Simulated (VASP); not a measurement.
# InAs (P-6m2) in VASP: further runs

Runs on InAs. Level: PBE. Tasks: single point.

Program: VASP 6.6.1. These are calculated values, not measurements. Logs are shortened: lines on timing, memory, paths and dates and some standing lists are left out, and cuts for length are marked.

## (1) The cell of the first run

It takes space group P-6m2 (No. 187, hexagonal). The conventional cell has a = 4.793 Å, b = 4.793 Å, c = 2.949 Å, α = 90.00°, β = 90.00°, γ = 120.00°. In (site symmetry -6m2) has 3 As at 2.77 Å and 2 In at 2.95 Å within 3.6 Å. As (site symmetry -6m2) has 3 In at 2.77 Å and 2 As at 2.95 Å within 3.6 Å.

## (2) Single point, PBE

INCAR reads:

```
SYSTEM = InAs
ALGO = Normal ; EDIFF = 1E-6
ENCUT = 500 ; GGA = PE
GGA_COMPAT = .False. ; ISIF = 2
ISMEAR = -1 ; LASPH = .True.
LCHARG = .False. ; LREAL = .False.
LWAVE = .False. ; NBANDS = 16
NELM = 120 ; PREC = Accurate
SIGMA = 0.05
```

KPOINTS reads:

```
k-points
0
Gamma
  7 7 9
  0 0 0
```

POSCAR reads:

```
InAs
1.0
    4.7934800345      0.0000000000      0.0000000000
   -2.3967400173      4.1512788148      0.0000000000
    0.0000000000      0.0000000000      2.9491955770
In As
1 1
Direct
    0.0000000000      0.0000000000      0.0000000000
    0.6666700000      0.3333300000      0.0000000000
```

Potentials or basis: VASP PAW PBE potentials, release 64 (In_d, As).

The run is started by

```bash
> cat potpaw_PBE.64/In_d/POTCAR potpaw_PBE.64/As/POTCAR > POTCAR
> mpirun -np 1 vasp_std > vasp.out
```

OUTCAR:

```text
SYSTEM = InAs
   EDIFF = 1E-6
   ENCUT = 500
   GGA = PE
   ISIF = 2
   ISMEAR = -1
   LASPH = .True.
   LREAL = .False.
   NELM = 120
   PREC = Accurate

 ion  position               nearest neighbor table
   1  0.000  0.000  0.000-   2 2.77   2 2.77   2 2.77
   2  0.667  0.333  0.000-   1 2.77   1 2.77   1 2.77

  LATTYP: Found a hexagonal cell.
 ALAT       =     4.7934800345
 C/A-ratio  =     0.6152514573

  Lattice vectors:

 A1 = (   4.7934800345,   0.0000000000,   0.0000000000)
 A2 = (  -2.3967400173,   4.1512788148,   0.0000000000)
 A3 = (   0.0000000000,   0.0000000000,   2.9491955770)

Analysis of symmetry for initial positions (statically):
=====================================================================
 Subroutine PRICEL returns:
 Original cell was already a primitive cell.

 Routine SETGRP: Setting up the symmetry group for a
 hexagonal supercell.

 Subroutine GETGRP returns: Found  4 space group operations
 (whereof  4 operations were pure point group operations)
 out of a pool of 24 trial point group operations.

The static configuration has the point symmetry C_2v.

Analysis of symmetry for dynamics (positions and initial velocities):
=====================================================================
 Subroutine PRICEL returns:
 Original cell was already a primitive cell.

 Routine SETGRP: Setting up the symmetry group for a
 hexagonal supercell.

 Subroutine GETGRP returns: Found  4 space group operations
 (whereof  4 operations were pure point group operations)
 out of a pool of 24 trial point group operations.

The dynamic configuration has the point symmetry C_2v.

 Subroutine INISYM returns: Found  4 space group operations
 (whereof  4 operations are pure point group operations),
 and found     1 'primitive' translations

----------------------------------------------------------------------------------------

                                     Primitive cell

  volume of cell :      58.6863

  direct lattice vectors                    reciprocal lattice vectors
     4.793480034  0.000000000  0.000000000     0.208616703  0.120444813  0.000000000
    -2.396740017  4.151278815  0.000000000     0.000000000  0.240889626  0.000000000
     0.000000000  0.000000000  2.949195577     0.000000000  0.000000000  0.339075512

  length of vectors
[... 74 lines left out ...]
   ISTART =      0    job   : 0-new  1-cont  2-samecut
   ICHARG =      2    charge: 1-file 2-atom 10-const
   ISPIN  =      1    spin polarized calculation?
   LNONCOLLINEAR =      F non collinear calculations
   LSORBIT =      F    spin-orbit coupling
   LASPH  =      T    aspherical Exc in radial PAW
   ENCUT  =  500.0 eV  36.75 Ry    6.06 a.u.   8.74  8.74  5.38*2*pi/ulx,y,z
   NELM   =    120;   NELMIN=  2; NELMDL= -5     # of ELM steps
   EDIFF  = 0.1E-05   stopping-criterion for ELM
   LREAL  =      F    real-space projection
   EDIFFG = 0.1E-04   stopping-criterion for IOM
   NSW    =      0    number of steps for IOM
   IBRION =     -1    ionic relax: 0-MD 1-quasi-New 2-CG
   NFREE  =      0    steps in history (QN), initial steepest desc. (CG)
   ISIF   =      2    stress and relaxation
   ISYM   =      2    0-nonsym 1-usesym 2-fastsym
   POTIM  = 0.5000    time-step for ionic-motion
   TEBEG  =    0.0;   TEEND  =   0.0 temperature during run
   PSTRESS=    0.0 pullay stress
   NELECT =      18.0000    total number of electrons
   NUPDOWN=      -1.0000    fix difference up-down
   EMIN   =  10.00;   EMAX   =-10.00  energy-range for DOS
   EFERMI =   0.00;   METHOD = LEGACY
   ISMEAR =    -1;   SIGMA  =   0.05  broadening in eV -4-tet -1-fermi 0-gaus
   EFERMI_NEDOS =   21; number of points for ismear=-14 and -15
   IALGO  =     38    algorithm
   IMIX   =      4    mixing-type and parameters
     AMIX     =   0.40;   BMIX     =  1.00
     AMIX_MAG =   1.60;   BMIX_MAG =  1.00
  volume/ion in A,a.u.               =      29.34       198.02
  Fermi-wavevector in a.u.,A,eV,Ry     =   1.104045  2.086343 16.584357  1.218916
  Thomas-Fermi vector in A             =   2.240512
   LORBIT       =      0    0 simple, 1 ext, 2 COOP (PROOUT), +10 PAW based schemes
   GGA     = PE    functional components
   LHFCALC =     F    Hartree Fock is set to
   AEXX    =    0.0000 exact exchange contribution
   IVDW    =     0    specifies the selected vdW correction
   LEPSILON=     F    determine dielectric tensor
   LRPA    =     F    only Hartree local field effects (RPA)
 non-spin polarized calculation
  energy-cutoff  :      500.00
  volume of cell :       58.69
 maximum number of plane-waves:      1529
   NGX = 17   NGY = 17   NGZ = 11

 number of electron      17.9999989 magnetization

 Free energy of the ion-electron system (eV)
  ---------------------------------------------------
  ext. energy  EPLUGINS =         0.00000000
  ---------------------------------------------------
  free energy    TOTEN  =        -6.89374267 eV

  energy without entropy =       -6.87940512  energy(sigma->0) =       -6.88657389

 E-fermi :   4.2436     XC(G=0):  -8.9057

 val. band max:        4.2147656279   @ k =   0.4286   0.4286   0.0000
 cond. band min:       4.2788974902   @ k =  -0.2857   0.2857   0.4444
 fundamental gap:      0.0641318623
 Fermi energy:         4.2435677842

 k-point     1 :       0.0000    0.0000    0.0000
  band No.  band energies     occupation
      1     -10.6644      2.00000
      2     -10.2162      2.00000
      3     -10.2162      2.00000
      4      -9.9988      2.00000
      5      -9.9987      2.00000
      6      -7.7719      2.00000
[... 433 lines left out ...]
      3     -10.1962      2.00000
      4     -10.0398      2.00000
      5     -10.0378      2.00000
      6      -7.2904      2.00000
[... 8 lines left out ...]
     15      15.3693      0.00000
     16      15.7729      0.00000

 [... further k-points ...]
[... 5 lines left out ...]
  --------------------------------------------------------------------------------------
  -------------------------------------------------------------------------------------
  Total       -0.0250052     -0.0251949      0.2490065     -0.0001643      0.0000000      0.0000000
  in kB       -0.6826590     -0.6878389      6.7980582     -0.0044850      0.0000000      0.0000000
  external PRESSURE =       1.8091868 kB  Pullay stress =       0.0000000 kB

 VOLUME and BASIS-vectors are now :
 -----------------------------------------------------------------------------
  energy-cutoff  :      500.00
  volume of cell :       58.69
      direct lattice vectors                 reciprocal lattice vectors
     4.793480034  0.000000000  0.000000000     0.208616703  0.120444813  0.000000000
    -2.396740017  4.151278815  0.000000000     0.000000000  0.240889626  0.000000000
     0.000000000  0.000000000  2.949195577     0.000000000  0.000000000  0.339075512

 POSITION                                       TOTAL-FORCE (eV/Angst)
 -----------------------------------------------------------------------------------
      0.00000      0.00000      0.00000         0.000125     -0.000072      0.000000
      2.39676      1.38375      0.00000        -0.000125      0.000072      0.000000
 -----------------------------------------------------------------------------------
    total drift:                               -0.000014     -0.000027      0.000000

  FREE ENERGIE OF THE ION-ELECTRON SYSTEM (eV)
  ---------------------------------------------------
  free  energy   TOTEN  =        -6.8937426663 eV

  energy  without entropy=       -6.8794051237  energy(sigma->0) =       -6.88657389
```

stdout:

```text
POSCAR found type information on POSCAR InAs
 POSCAR found :  2 types and       2 ions
 scaLAPACK will be used
 LDA part: xc-table for (Slater+PW92), standard interpolation
 POSCAR, INCAR and KPOINTS ok, starting setup
 FFT: planning ... GRIDC
 FFT: planning ... GRID_SOFT
 FFT: planning ... GRID
 WAVECAR not read
 entering main loop
```

Wall time 24 s (1 thread of Intel Xeon Platinum 8559C (Emerald Rapids), shared host); peak memory 0.22 GiB.

What came out:

```yaml
Free_energy: -6.8937 eV
Pressure: 0.2 GPa
Band_gap_on_the_k_mesh: zero (band 9 reaches 5.43 eV, above the bottom of band 10 at 3.25 eV)
```

Stress tensor (GPa, compression positive):
```
-0.07  0.00  0.00
 0.00 -0.07  0.00
 0.00  0.00  0.68
```

Levels at points of the mesh, in eV from the Fermi level:
| k point | band 5 | band 6 | band 7 | band 8 | band 9 | band 10 | band 11 | band 12 | band 13 | band 14 |
| --- | --- | --- | --- | --- | --- | --- | --- | --- | --- | --- |
| (0.00, 0.00, 0.00) | -14.24 | -12.02 | -4.06 | -2.33 | -2.33 | 2.17 | 2.17 | 3.97 | 5.41 | 9.45 |

Caveat: spin-orbit coupling is left out, which moves the levels of the heavy elements.

## (3) Single point, PBE

This run uses another cell than the first one, of 28.21 Å³/atom, 0.962 times its volume.

INCAR reads:

```
  PREC = Accurate
  ENCUT = 500
  EDIFF = 1E-6
  ISMEAR = -1
  SIGMA = 0.04
  LREAL = F
  LASPH = T
  NELM = 120
  ALGO = Normal
  ISIF = 2
  LWAVE = F
  LCHARG = T
  GGA = PE
  LELF = T
  LVHAR = T
  NBANDS = 16
  GGA_COMPAT = F
```

KPOINTS reads:

```
regular mesh
0
Gamma
  4 4 5
```

POSCAR reads:

```
InAs
1.0
    4.7312200000      0.0000000000      0.0000000000
   -2.3656100000      4.0973600000      0.0000000000
    0.0000000000      0.0000000000      2.9108900000
In As
1 1
Direct
    0.0000000000      0.0000000000      0.0000000000
    0.6666700000      0.3333300000      0.0000000000
```

Potentials or basis: VASP PAW PBE potentials, release 64 (In_d, As).

The run is started by

```bash
> cat potpaw_PBE.64/In_d/POTCAR potpaw_PBE.64/As/POTCAR > POTCAR
> mpirun -np 1 vasp_std > vasp.out
```

Wall time 11 s (1 thread of AMD EPYC 9R45 (Zen 5), shared host); peak memory 0.15 GiB.

Results (log left out):

```
Free energy            : -6.7524 eV
Pressure               : 2.1 GPa
Band gap on the k mesh : zero (band 9 reaches 5.26 eV, above the bottom of band 10 at 3.92 eV)
```

Stress tensor (GPa, compression positive):
```
 3.38  0.00  0.00
 0.00  3.38  0.00
 0.00  0.00 -0.54
```

Levels at points of the mesh, in eV from the Fermi level:
```
           k point  band 6  band 7  band 8  band 9  band 10  band 11  band 12  band 13
(0.00, 0.00, 0.00)  -12.51   -4.15   -2.63   -2.63     2.02     2.02     3.80     5.28
(0.50, 0.00, 0.00)  -11.77   -7.28   -3.58   -1.05     4.15     4.37     5.73     7.05
(0.50, 0.50, 0.00)  -11.77   -7.28   -3.58   -1.05     4.15     4.37     5.73     7.05
```

Caveat: the k points lie up to 0.43 Å⁻¹ apart; spin-orbit coupling is left out, which moves the levels of the heavy elements.
